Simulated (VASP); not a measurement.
# Mg (P6/mmm) in VASP: single point with PBEsol

Aim: the single point of Mg with PBEsol.

All numbers are computed with VASP 6.6.1; they aren't measurements. Logs are shortened: lines on timing, memory, paths and dates and some standing lists are left out, and cuts for length are marked.

### 1 The cell of the first run

Symmetry: P6/mmm, No. 191, hexagonal system. Conventional cell: a = 3.050 Å, b = 3.050 Å, c = 3.045 Å, α = 90.00°, β = 90.00°, γ = 120.00°. Within 4.0 Å of Mg (site symmetry 6/mmm) lie 8 Mg at 3.04 to 3.05 Å.

### 2 Single point, PBEsol

Input file INCAR:

```
SYSTEM = Mg
PREC = Accurate ; ENCUT = 520
EDIFF = 1E-6 ; ISMEAR = -1
SIGMA = 0.1 ; LREAL = .False.
LASPH = .True. ; NELM = 80
ALGO = Normal ; ISIF = 2
LWAVE = .False. ; LCHARG = .False.
GGA = PS ; NBANDS = 7
```

Input file KPOINTS:

```
Automatic mesh
0
Gamma
  13 13 11
  0 0 0
```

Input file POSCAR:

```
Mg
1.0
    3.0503000000      0.0000000000      0.0000000000
   -1.5251500000      2.6416370000      0.0000000000
    0.0000000000      0.0000000000      3.0448380000
Mg
1
Direct
    0.0000000000      0.0000000000      0.0000000000
```

Potentials or basis: VASP PAW PBE potentials, release 64 (Mg).

Command:

```
$ cat potpaw_PBE.64/Mg/POTCAR > POTCAR
$ mpirun -np 1 vasp_std > vasp.out
```

OUTCAR:

```text
SYSTEM = Mg
   PREC = Accurate
   ENCUT = 520
   EDIFF = 1E-6
   ISMEAR = -1
   LREAL = .False.
   LASPH = .True.
   NELM = 80
   ISIF = 2
   GGA = PS

 ion  position               nearest neighbor table
   1  0.000  0.000  0.000-

  LATTYP: Found a hexagonal cell.
 ALAT       =     3.0503000000
 C/A-ratio  =     0.9982093565

  Lattice vectors:

 A1 = (   3.0503000000,   0.0000000000,   0.0000000000)
 A2 = (  -1.5251500000,   2.6416370000,   0.0000000000)
 A3 = (   0.0000000000,   0.0000000000,   3.0448380000)

Analysis of symmetry for initial positions (statically):
=====================================================================
 Subroutine PRICEL returns:
 Original cell was already a primitive cell.

 Routine SETGRP: Setting up the symmetry group for a
 hexagonal supercell.

 Subroutine GETGRP returns: Found 24 space group operations
 (whereof 24 operations were pure point group operations)
 out of a pool of 24 trial point group operations.

The static configuration has the point symmetry D_6h.

Analysis of symmetry for dynamics (positions and initial velocities):
=====================================================================
 Subroutine PRICEL returns:
 Original cell was already a primitive cell.

 Routine SETGRP: Setting up the symmetry group for a
 hexagonal supercell.

 Subroutine GETGRP returns: Found 24 space group operations
 (whereof 24 operations were pure point group operations)
 out of a pool of 24 trial point group operations.

The dynamic configuration has the point symmetry D_6h.

 Subroutine INISYM returns: Found 24 space group operations
 (whereof 24 operations are pure point group operations),
 and found     1 'primitive' translations

----------------------------------------------------------------------------------------

                                     Primitive cell

  volume of cell :      24.5347

  direct lattice vectors                    reciprocal lattice vectors
     3.050300000  0.000000000  0.000000000     0.327836606  0.189276574  0.000000000
    -1.525150000  2.641637000  0.000000000     0.000000000  0.378553147  0.000000000
     0.000000000  0.000000000  3.044838000     0.000000000  0.000000000  0.328424698

  length of vectors
     3.050300000  3.050299750  3.044838000     0.378553116  0.378553147  0.328424698

  position of ions in fractional coordinates (direct lattice)
     0.000000000  0.000000000  0.000000000

  ion indices of the primitive-cell ions
   primitive index   ion index
                 1           1

----------------------------------------------------------------------------------------

 KPOINTS: Automatic mesh

Automatic generation of k-mesh.
 Grid dimensions read from file:
 generate k-points for:   13   13   11

 Generating k-lattice:

  Cartesian coordinates                     Fractional coordinates (reciprocal lattice)
     0.025218200  0.014559736  0.000000000     0.076923077  0.000000000  0.000000000
     0.000000000  0.029119473  0.000000000     0.000000000  0.076923077  0.000000000
     0.000000000  0.000000000  0.029856791     0.000000000  0.000000000  0.090909091

  Length of vectors
     0.029119470  0.029119473  0.029856791

  Shift w.r.t. Gamma in fractional coordinates (k-lattice)
     0.000000000  0.000000000  0.000000000

 Subroutine IBZKPT returns following result:
 ===========================================

 Found    126 irreducible k-points:

 Following reciprocal coordinates:
            Coordinates               Weight
  0.000000  0.000000  0.000000      1.000000
  0.076923  0.000000  0.000000      6.000000
  0.153846  0.000000  0.000000      6.000000
  0.230769  0.000000  0.000000      6.000000
  0.307692  0.000000  0.000000      6.000000
  0.384615  0.000000  0.000000      6.000000
[... 16 lines left out ...]
  0.076923  0.000000  0.090909     12.000000
  0.153846  0.000000  0.090909     12.000000
 [... further k-points ...]
   k-points           NKPTS =    126   k-points in BZ     NKDIM =    126   number of bands    NBANDS=      7
   number of dos      NEDOS =    301   number of ions     NIONS =      1
   total plane-waves  NPLWV =  13824
   dimension x,y,z NGX =    24 NGY =   24 NGZ =   24
   dimension x,y,z NGXF=    48 NGYF=   48 NGZF=   48
   ions per type =               1
   NGX,Y,Z   is equivalent  to a cutoff of  13.08, 13.08, 13.10 a.u.
   NGXF,Y,Z  is equivalent  to a cutoff of  26.16, 26.16, 26.21 a.u.
 SYSTEM =  Mg
   PREC   = accura    normal or accurate (medium, high low for compatibility)
   ISTART =      0    job   : 0-new  1-cont  2-samecut
   ICHARG =      2    charge: 1-file 2-atom 10-const
   ISPIN  =      1    spin polarized calculation?
   LNONCOLLINEAR =      F non collinear calculations
   LSORBIT =      F    spin-orbit coupling
   LASPH  =      T    aspherical Exc in radial PAW
   ENCUT  =  520.0 eV  38.22 Ry    6.18 a.u.   5.67  5.67  5.66*2*pi/ulx,y,z
   NELM   =     80;   NELMIN=  2; NELMDL= -5     # of ELM steps
   EDIFF  = 0.1E-05   stopping-criterion for ELM
   LREAL  =      F    real-space projection
   EDIFFG = 0.1E-04   stopping-criterion for IOM
   NSW    =      0    number of steps for IOM
   IBRION =     -1    ionic relax: 0-MD 1-quasi-New 2-CG
   NFREE  =      0    steps in history (QN), initial steepest desc. (CG)
   ISIF   =      2    stress and relaxation
   ISYM   =      2    0-nonsym 1-usesym 2-fastsym
   POTIM  = 0.5000    time-step for ionic-motion
   TEBEG  =    0.0;   TEEND  =   0.0 temperature during run
   PSTRESS=    0.0 pullay stress
   NELECT =       2.0000    total number of electrons
   NUPDOWN=      -1.0000    fix difference up-down
   EMIN   =  10.00;   EMAX   =-10.00  energy-range for DOS
   EFERMI =   0.00;   METHOD = LEGACY
   ISMEAR =    -1;   SIGMA  =   0.10  broadening in eV -4-tet -1-fermi 0-gaus
   EFERMI_NEDOS =   21; number of points for ismear=-14 and -15
   IALGO  =     38    algorithm
   IMIX   =      4    mixing-type and parameters
     AMIX     =   0.40;   BMIX     =  1.00
     AMIX_MAG =   1.60;   BMIX_MAG =  1.00
  volume/ion in A,a.u.               =      24.53       165.57
  Fermi-wavevector in a.u.,A,eV,Ry     =   0.709836  1.341396  6.855534  0.503868
  Thomas-Fermi vector in A             =   1.796524
   LORBIT       =      0    0 simple, 1 ext, 2 COOP (PROOUT), +10 PAW based schemes
   GGA     = PS    functional components
   LHFCALC =     F    Hartree Fock is set to
   AEXX    =    0.0000 exact exchange contribution
   IVDW    =     0    specifies the selected vdW correction
   LEPSILON=     F    determine dielectric tensor
   LRPA    =     F    only Hartree local field effects (RPA)
 non-spin polarized calculation
  energy-cutoff  :      520.00
  volume of cell :       24.53
 maximum number of plane-waves:       672
 NGX is ok and might be reduce to    24
   NGX = 11   NGY = 11   NGZ = 11

 number of electron       2.0000000 magnetization

 Free energy of the ion-electron system (eV)
  ---------------------------------------------------
  ext. energy  EPLUGINS =         0.00000000
  ---------------------------------------------------
  free energy    TOTEN  =        -1.48869958 eV

  energy without entropy =       -1.47160900  energy(sigma->0) =       -1.48015429

 E-fermi :   2.2230     XC(G=0):  -8.3095

 val. band max:        2.2108909425   @ k =   0.4615   0.0000   0.1818
 cond. band min:       2.2253149933   @ k =   0.3077   0.1538   0.4545
 fundamental gap:      0.0144240508
 Fermi energy:         2.2229836419

 k-point     1 :       0.0000    0.0000    0.0000
  band No.  band energies     occupation
      1      -4.4180      2.00000
      2      10.2201      0.00000
      3      10.9586      0.00000
      4      14.7745      0.00000
      5      14.7745      0.00000
      6      15.8709      0.00000
      7      15.8709      0.00000

 k-point     2 :       0.0769    0.0000    0.0000
  band No.  band energies     occupation
      1      -4.2901      2.00000
      2      10.1959      0.00000
      3      11.0647      0.00000
      4      12.9473      0.00000
      5      13.9417      0.00000
      6      15.7409      0.00000
      7      16.9210      0.00000

 k-point     3 :       0.1538    0.0000    0.0000
  band No.  band energies     occupation
      1      -3.9075      2.00000
      2       9.6011      0.00000
      3      11.1594      0.00000
      4      11.3835      0.00000
      5      12.9325      0.00000
      6      15.1491      0.00000
      7      18.5787      0.00000

 k-point     4 :       0.2308    0.0000    0.0000
  band No.  band energies     occupation
      1      -3.2732      2.00000
      2       7.6109      0.00000
      3      10.8454      0.00000
      4      11.9155      0.00000
      5      12.1051      0.00000
      6      14.8316      0.00000
      7      20.4752      0.00000

 k-point     5 :       0.3077    0.0000    0.0000
  band No.  band energies     occupation
      1      -2.3924      2.00000
      2       5.4686      0.00000
      3      10.7354      0.00000
      4      11.4818      0.00000
      5      12.6612      0.00000
      6      15.0340      0.00000
      7      19.7040      0.00000

 k-point     6 :       0.3846    0.0000    0.0000
  band No.  band energies     occupation
      1      -1.2726      2.00000
      2       3.4802      0.00001
      3      10.5867      0.00000
      4      11.0660      0.00000
      5      13.6162      0.00000
      6      15.7399      0.00000
      7      17.9099      0.00000

 k-point     7 :       0.4615    0.0000    0.0000
  band No.  band energies     occupation
      1       0.0660      2.00000
      2       1.7032      1.98901
      3      10.4809      0.00000
      4      10.8581      0.00000
      5      14.7344      0.00000
      6      16.3638      0.00000
      7      16.7289      0.00000

 k-point     8 :       0.0769    0.0769    0.0000
  band No.  band energies     occupation
      1      -4.0349      2.00000
      2      10.0262      0.00000
      3      11.2772      0.00000
      4      11.3225      0.00000
      5      12.9534      0.00000
      6      16.4792      0.00000
      7      16.8801      0.00000

 k-point     9 :       0.1538    0.0769    0.0000
  band No.  band energies     occupation
      1      -3.5264      2.00000
      2       8.7680      0.00000
      3      10.0073      0.00000
      4      11.7027      0.00000
      5      12.5320      0.00000
      6      15.9676      0.00000
      7      18.4225      0.00000

 k-point    10 :       0.2308    0.0769    0.0000
  band No.  band energies     occupation
      1      -2.7688      2.00000
      2       6.6086      0.00000
      3       9.4473      0.00000
      4      12.3421      0.00000
      5      12.5977      0.00000
      6      15.5781      0.00000
      7      20.3114      0.00000

 k-point    11 :       0.3077    0.0769    0.0000
  band No.  band energies     occupation
      1      -1.7684      2.00000
      2       4.5364      0.00000
      3       8.9944      0.00000
      4      12.7262      0.00000
      5      13.1944      0.00000
      6      15.7167      0.00000
      7      18.8598      0.00000
[... 51 lines left out ...]
 k-point    17 :       0.3846    0.1538    0.0000
  band No.  band energies     occupation
      1       0.4278      2.00000
      2       2.0625      1.66539
      3       6.6879      0.00000
      4      14.6380      0.00000
      5      15.0777      0.00000
      6      16.6608      0.00000
      7      17.2465      0.00000

 k-point    18 :       0.2308    0.2308    0.0000
  band No.  band energies     occupation
      1      -1.0257      2.00000
      2       4.9575      0.00000
      3       5.5739      0.00000
      4      13.8405      0.00000
      5      14.5489      0.00000
      6      18.7414      0.00000
      7      19.0895      0.00000

 k-point    19 :       0.3077    0.2308    0.0000
  band No.  band energies     occupation
      1       0.1945      2.00000
      2       3.3269      0.00003
      3       4.9906      0.00000
      4      14.9071      0.00000
      5      15.6346      0.00000
      6      17.7871      0.00000
      7      18.2762      0.00000

 k-point    20 :       0.3846    0.2308    0.0000
  band No.  band energies     occupation
      1       1.4341      1.99925
      2       1.8895      1.93124
      3       4.8550      0.00000
      4      15.9422      0.00000
      5      16.3317      0.00000
      6      16.5375      0.00000
      7      17.7674      0.00000

 k-point    21 :       0.3077    0.3077    0.0000
  band No.  band energies     occupation
      1       1.4917      1.99867
      2       2.8400      0.00417
      3       3.5116      0.00001
      4      16.0736      0.00000
      5      17.0277      0.00000
      6      17.4077      0.00000
      7      17.7315      0.00000

 k-point    22 :       0.0000    0.0000    0.0909
  band No.  band energies     occupation
      1      -4.2845      2.00000
      2       8.1613      0.00000
      3      13.0833      0.00000
      4      14.8875      0.00000
      5      14.8875      0.00000
      6      15.9661      0.00000
      7      15.9661      0.00000

 k-point    23 :       0.0769    0.0000    0.0909
  band No.  band energies     occupation
      1      -4.1568      2.00000
      2       8.2460      0.00000
      3      12.6866      0.00000
      4      13.3609      0.00000
      5      14.0523      0.00000
      6      15.9788      0.00000
      7      17.0151      0.00000

 k-point    24 :       0.1538    0.0000    0.0909
  band No.  band energies     occupation
      1      -3.7746      2.00000
      2       8.4245      0.00000
      3      10.4971      0.00000
      4      13.0061      0.00000
      5      13.0437      0.00000
      6      15.7353      0.00000
      7      18.6589      0.00000

 [... further k-points ...]
[... 5 lines left out ...]
  --------------------------------------------------------------------------------------
  -------------------------------------------------------------------------------------
  Total        0.1510563      0.1510562     -0.0088263     -0.0000000      0.0000000      0.0000000
  in kB        9.8643730      9.8643709     -0.5763798     -0.0000000      0.0000000      0.0000000
  external PRESSURE =       6.3841214 kB  Pullay stress =       0.0000000 kB

 VOLUME and BASIS-vectors are now :
 -----------------------------------------------------------------------------
  energy-cutoff  :      520.00
  volume of cell :       24.53
      direct lattice vectors                 reciprocal lattice vectors
     3.050300000  0.000000000  0.000000000     0.327836606  0.189276574  0.000000000
    -1.525150000  2.641637000  0.000000000     0.000000000  0.378553147  0.000000000
     0.000000000  0.000000000  3.044838000     0.000000000  0.000000000  0.328424698

 POSITION                                       TOTAL-FORCE (eV/Angst)
 -----------------------------------------------------------------------------------
      0.00000      0.00000      0.00000        -0.000000      0.000000      0.000000
 -----------------------------------------------------------------------------------
    total drift:                                0.000000      0.000000     -0.000000

  FREE ENERGIE OF THE ION-ELECTRON SYSTEM (eV)
  ---------------------------------------------------
  free  energy   TOTEN  =        -1.4886995796 eV

  energy  without entropy=       -1.4716090003  energy(sigma->0) =       -1.48015429
```

It took 24 s on 1 thread of AMD EPYC 7R43 (Zen 3), shared host; peak memory 0.11 GiB.

What came out:

| Item | Value |
| --- | --- |
| Free energy | -1.4887 eV |
| Pressure | 0.6 GPa |
| Band gap on the k mesh | zero (band 1 reaches 4.40 eV, above the bottom of band 2 at 0.37 eV) |

Levels at points of the mesh, in eV from the Fermi level:
```
           k point  band 1  band 2  band 3  band 4
(0.00, 0.00, 0.00)   -6.64    8.00    8.74   12.55
```

Caveat: the PAW data sets were made with another functional, which shifts forces and pressure a little.
